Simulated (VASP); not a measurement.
# Se (R-3m) in VASP: notebook

Se is run at these levels: r2SCAN; tasks: single point, relaxation of shape and atoms at fixed volume.

Everything below comes from runs of VASP 6.6.1. Logs are shortened: lines on timing, memory, paths and dates and some standing lists are left out, and cuts for length are marked.

## 1. The cell of the first run

The structure is trigonal, space group R-3m (No. 166). The conventional cell has a = 4.064 Å, b = 4.064 Å, c = 4.949 Å, α = 90.00°, β = 90.00°, γ = 120.00°. Within 3.8 Å of Se (site symmetry -3m) lie 6 Se at 2.87 Å.

This isn't the form of Se at room conditions, which is trigonal, of chains.

## 2. Single point, r2SCAN (23.60 Å³/atom)

Input file POSCAR:

```
Se
1.0
    2.0319783785      1.1731632638      1.6497116095
   -2.0319783785      1.1731632638      1.6497116095
    0.0000000000     -2.3463265276      1.6497116095
Se
1
Direct
    0.0000000000      0.0000000000      0.0000000000
```

Input file INCAR.step1:

```
SYSTEM = Se
PREC = Accurate
ENCUT = 520
ISMEAR = 0
SIGMA = 0.1
LREAL = .False.
LASPH = .True.
NELM = 80
NBANDS = 9
GGA = PE
ALGO = Normal
EDIFF = 1E-4
LWAVE = .True.
LCHARG = .False.
```

Input file INCAR.step2:

```
SYSTEM = Se
PREC = Accurate
ENCUT = 520
EDIFF = 1E-6
ISMEAR = 0
SIGMA = 0.1
LREAL = .False.
LASPH = .True.
NELM = 80
ALGO = Normal
ISIF = 2
LWAVE = .False.
LCHARG = .False.
METAGGA = R2SCAN
LMIXTAU = .True.
NBANDS = 9
ISTART = 1
```

Input file KPOINTS:

```
Automatic mesh
0
Gamma
  15 15 15
  0 0 0
```

Potentials or basis: VASP PAW PBE potentials, release 64 (Se).

Run with:

```
> cat potpaw_PBE.64/Se/POTCAR > POTCAR
> cp INCAR.step1 INCAR
> mpirun -np 1 vasp_std > vasp.out
> cp INCAR.step2 INCAR
> mpirun -np 1 vasp_std > vasp.out
```

OUTCAR:

```text
SYSTEM = Se
   PREC = Accurate
   ENCUT = 520
   EDIFF = 1E-6
   ISMEAR = 0
   LREAL = .False.
   LASPH = .True.
   NELM = 80
   ISIF = 2
   METAGGA = R2SCAN
   ISTART = 1

 ion  position               nearest neighbor table
   1  0.000  0.000  0.000-

  LATTYP: Found a trigonal (rhomboedric) cell.
 ALAT       =     2.8682392802
 COS(alpha) =    -0.0037773746

  Lattice vectors:

 A1 = (   2.0319783785,   1.1731632638,   1.6497116095)
 A2 = (  -2.0319783785,   1.1731632638,   1.6497116095)
 A3 = (   0.0000000000,  -2.3463265276,   1.6497116095)

Analysis of symmetry for initial positions (statically):
=====================================================================
 Subroutine PRICEL returns:
 Original cell was already a primitive cell.

 Routine SETGRP: Setting up the symmetry group for a
 trigonal (rhombohedral) supercell.

 Subroutine GETGRP returns: Found 12 space group operations
 (whereof 12 operations were pure point group operations)
 out of a pool of 12 trial point group operations.

The static configuration has the point symmetry D_3d.

Analysis of symmetry for dynamics (positions and initial velocities):
=====================================================================
 Subroutine PRICEL returns:
 Original cell was already a primitive cell.

 Routine SETGRP: Setting up the symmetry group for a
 trigonal (rhombohedral) supercell.

 Subroutine GETGRP returns: Found 12 space group operations
 (whereof 12 operations were pure point group operations)
 out of a pool of 12 trial point group operations.

The dynamic configuration has the point symmetry D_3d.

 Subroutine INISYM returns: Found 12 space group operations
 (whereof 12 operations are pure point group operations),
 and found     1 'primitive' translations

----------------------------------------------------------------------------------------

                                     Primitive cell

  volume of cell :      23.5959

  direct lattice vectors                    reciprocal lattice vectors
     2.031978378  1.173163264  1.649711609     0.246065610  0.142066046  0.202055518
    -2.031978378  1.173163264  1.649711609    -0.246065610  0.142066046  0.202055518
     0.000000000 -2.346326528  1.649711609     0.000000000 -0.284132093  0.202055518

  length of vectors
     2.868239280  2.868239280  2.868239280     0.348650941  0.348650941  0.348650941

  position of ions in fractional coordinates (direct lattice)
     0.000000000  0.000000000  0.000000000

  ion indices of the primitive-cell ions
   primitive index   ion index
                 1           1

----------------------------------------------------------------------------------------

 KPOINTS: Automatic mesh

Automatic generation of k-mesh.
 Grid dimensions read from file:
 generate k-points for:   15   15   15

 Generating k-lattice:

  Cartesian coordinates                     Fractional coordinates (reciprocal lattice)
     0.016404374  0.009471070  0.013470368     0.066666667  0.000000000  0.000000000
    -0.016404374  0.009471070  0.013470368     0.000000000  0.066666667  0.000000000
     0.000000000 -0.018942140  0.013470368     0.000000000  0.000000000  0.066666667

  Length of vectors
     0.023243396  0.023243396  0.023243396

  Shift w.r.t. Gamma in fractional coordinates (k-lattice)
     0.000000000  0.000000000  0.000000000

 Subroutine IBZKPT returns following result:
 ===========================================

 Found    344 irreducible k-points:

 Following reciprocal coordinates:
            Coordinates               Weight
  0.000000  0.000000  0.000000      1.000000
  0.066667  0.000000  0.000000      6.000000
  0.133333  0.000000  0.000000      6.000000
  0.200000  0.000000  0.000000      6.000000
  0.266667  0.000000  0.000000      6.000000
  0.333333  0.000000 -0.000000      6.000000
[... 16 lines left out ...]
  0.133333  0.133333 -0.000000      6.000000
  0.200000  0.133333  0.000000     12.000000
 [... further k-points ...]
   k-points           NKPTS =    344   k-points in BZ     NKDIM =    344   number of bands    NBANDS=      9
   number of dos      NEDOS =    301   number of ions     NIONS =      1
   total plane-waves  NPLWV =  13824
   dimension x,y,z NGX =    24 NGY =   24 NGZ =   24
   dimension x,y,z NGXF=    48 NGYF=   48 NGZF=   48
   ions per type =               1
   NGX,Y,Z   is equivalent  to a cutoff of  13.91, 13.91, 13.91 a.u.
   NGXF,Y,Z  is equivalent  to a cutoff of  27.82, 27.82, 27.82 a.u.
 SYSTEM =  Se
   PREC   = accura    normal or accurate (medium, high low for compatibility)
   ISTART =      1    job   : 0-new  1-cont  2-samecut
   ICHARG =      0    charge: 1-file 2-atom 10-const
   ISPIN  =      1    spin polarized calculation?
   LNONCOLLINEAR =      F non collinear calculations
   LSORBIT =      F    spin-orbit coupling
   LASPH  =      T    aspherical Exc in radial PAW
   ENCUT  =  520.0 eV  38.22 Ry    6.18 a.u.   5.33  5.33  5.33*2*pi/ulx,y,z
   NELM   =     80;   NELMIN=  2; NELMDL=  0     # of ELM steps
   EDIFF  = 0.1E-05   stopping-criterion for ELM
   LREAL  =      F    real-space projection
   EDIFFG = 0.1E-04   stopping-criterion for IOM
   NSW    =      0    number of steps for IOM
   IBRION =     -1    ionic relax: 0-MD 1-quasi-New 2-CG
   NFREE  =      0    steps in history (QN), initial steepest desc. (CG)
   ISIF   =      2    stress and relaxation
   ISYM   =      2    0-nonsym 1-usesym 2-fastsym
   POTIM  = 0.5000    time-step for ionic-motion
   TEBEG  =    0.0;   TEEND  =   0.0 temperature during run
   PSTRESS=    0.0 pullay stress
   NELECT =       6.0000    total number of electrons
   NUPDOWN=      -1.0000    fix difference up-down
   EMIN   =  10.00;   EMAX   =-10.00  energy-range for DOS
   EFERMI =   0.00;   METHOD = LEGACY
   ISMEAR =     0;   SIGMA  =   0.10  broadening in eV -4-tet -1-fermi 0-gaus
   EFERMI_NEDOS =   21; number of points for ismear=-14 and -15
   IALGO  =     38    algorithm
   IMIX   =      4    mixing-type and parameters
     AMIX     =   0.40;   BMIX     =  1.00
     AMIX_MAG =   1.60;   BMIX_MAG =  1.00
  volume/ion in A,a.u.               =      23.60       159.23
  Fermi-wavevector in a.u.,A,eV,Ry     =   1.037161  1.959951 14.635836  1.075704
  Thomas-Fermi vector in A             =   2.171586
   LORBIT       =      0    0 simple, 1 ext, 2 COOP (PROOUT), +10 PAW based schemes
   METAGGA = R2SCAN    functional components
   LHFCALC =     F    Hartree Fock is set to
   AEXX    =    0.0000 exact exchange contribution
   IVDW    =     0    specifies the selected vdW correction
   LEPSILON=     F    determine dielectric tensor
   LRPA    =     F    only Hartree local field effects (RPA)
 non-spin polarized calculation
 Gauss-broadening in eV      SIGMA  =   0.10
  energy-cutoff  :      520.00
  volume of cell :       23.60
 maximum number of plane-waves:       654
 NGX is ok and might be reduce to    24
   NGX = 11   NGY = 11   NGZ = 11

 number of electron       5.9999999 magnetization

 Free energy of the ion-electron system (eV)
  ---------------------------------------------------
  ext. energy  EPLUGINS =         0.00000000
  ---------------------------------------------------
  free energy    TOTEN  =       -14.04242390 eV

  energy without entropy =      -14.03992800  energy(sigma->0) =      -14.04117595

 E-fermi :   3.9680     XC(G=0): -10.2363

 val. band max:        3.9598805246   @ k =  -0.3333  -0.3333   0.2000
 cond. band min:       3.9755424644   @ k =  -0.2000   0.1333   0.1333
 fundamental gap:      0.0156619399
 Fermi energy:         3.9680130640

 k-point     1 :       0.0000    0.0000    0.0000
  band No.  band energies     occupation
      1     -12.3906      2.00000
      2       5.3359      0.00000
      3       5.3675      0.00000
      4       5.3675      0.00000
      5      12.2750      0.00000
      6      12.2750      0.00000
      7      12.4163      0.00000
      8      26.7135      0.00000
      9      26.7398      0.00000

 k-point     2 :       0.0667    0.0000    0.0000
  band No.  band energies     occupation
      1     -12.3280      2.00000
      2       4.6908      0.00000
      3       5.3956      0.00000
      4       5.4164      0.00000
      5      12.3383      0.00000
      6      12.4442      0.00000
      7      13.1260      0.00000
      8      25.5317      0.00000
      9      25.5440      0.00000

 k-point     3 :       0.1333    0.0000    0.0000
  band No.  band energies     occupation
      1     -12.1436      2.00000
      2       3.2433      2.00000
      3       5.5375      0.00000
      4       5.5584      0.00000
      5      12.5250      0.00000
      6      12.6769      0.00000
      7      14.9573      0.00000
      8      23.7767      0.00000
      9      23.7917      0.00000

 k-point     4 :       0.2000    0.0000    0.0000
  band No.  band energies     occupation
      1     -11.8489      2.00000
      2       1.6245      2.00000
      3       5.7583      0.00000
      4       5.7792      0.00000
      5      12.8245      0.00000
      6      13.0574      0.00000
      7      17.1002      0.00000
      8      22.1098      0.00000
      9      22.1264      0.00000
[... 205 lines left out ...]
 k-point    22 :      -0.0667    0.0667    0.0000
  band No.  band energies     occupation
      1     -12.2657      2.00000
      2       4.7217      0.00000
      3       4.7697      0.00000
      4       5.4547      0.00000
      5      12.4589      0.00000
      6      13.1798      0.00000
      7      13.1927      0.00000
      8      24.3880      0.00000
      9      25.3103      0.00000

 k-point    23 :       0.1333    0.1333   -0.0000
  band No.  band energies     occupation
      1     -11.8952      2.00000
      2       3.4212      2.00000
      3       3.4787      2.00000
      4       5.7384      0.00000
      5      12.8762      0.00000
      6      14.9978      0.00000
      7      15.3337      0.00000
      8      21.2194      0.00000
      9      23.5655      0.00000

 k-point    24 :       0.2000    0.1333    0.0000
  band No.  band energies     occupation
      1     -11.6001      2.00000
      2       1.8392      2.00000
      3       3.6990      1.99986
      4       5.9577      0.00000
      5      13.2051      0.00000
      6      15.2892      0.00000
      7      17.1292      0.00000
      8      19.9948      0.00000
      9      22.2726      0.00000

 [... further k-points ...]

------------------------ aborting loop because EDIFF is reached ----------------------------------------

  FORCE on cell =-STRESS in cart. coord.  units (eV):
  Direction    XX          YY          ZZ          XY          YZ          ZX
  --------------------------------------------------------------------------------------
  -------------------------------------------------------------------------------------
  Total       -0.5894217     -0.5894217     -0.5774871      0.0000000      0.0000000      0.0000000
  in kB      -40.0221044    -40.0221044    -39.2117324      0.0000000      0.0000000      0.0000000
  external PRESSURE =     -39.7519804 kB  Pullay stress =       0.0000000 kB

 VOLUME and BASIS-vectors are now :
 -----------------------------------------------------------------------------
  energy-cutoff  :      520.00
  volume of cell :       23.60
      direct lattice vectors                 reciprocal lattice vectors
     2.031978378  1.173163264  1.649711609     0.246065610  0.142066046  0.202055518
    -2.031978378  1.173163264  1.649711609    -0.246065610  0.142066046  0.202055518
     0.000000000 -2.346326528  1.649711609     0.000000000 -0.284132093  0.202055518

 POSITION                                       TOTAL-FORCE (eV/Angst)
 -----------------------------------------------------------------------------------
      0.00000      0.00000      0.00000        -0.000000     -0.000000     -0.000000
 -----------------------------------------------------------------------------------
    total drift:                               -0.000000     -0.000000      0.000000

  FREE ENERGIE OF THE ION-ELECTRON SYSTEM (eV)
  ---------------------------------------------------
  free  energy   TOTEN  =       -14.0424238973 eV

  energy  without entropy=      -14.0399280022  energy(sigma->0) =      -14.04117595
```

It took 2.4 min on 1 thread of Intel Xeon Platinum 8259CL at 2.50GHz (Skylake/Cascade Lake), shared host; peak memory 0.2 GiB.

What came out:

```yaml
Free_energy: -14.0424 eV
Pressure: -4.0 GPa
Band_gap_on_the_k_mesh: zero (bands 3 and 4 overlap by 6.05 eV)
```

Stress tensor (GPa, compression positive):
```
-4.00  0.00  0.00
 0.00 -4.00  0.00
 0.00  0.00 -3.92
```

Caveat: the cell stands under tension; the PAW data sets were made with another functional, which shifts forces and pressure a little.

[end of part 1 of 2]

The gap in the log of VASP goes by the Fermi energy; the results here count the filled bands.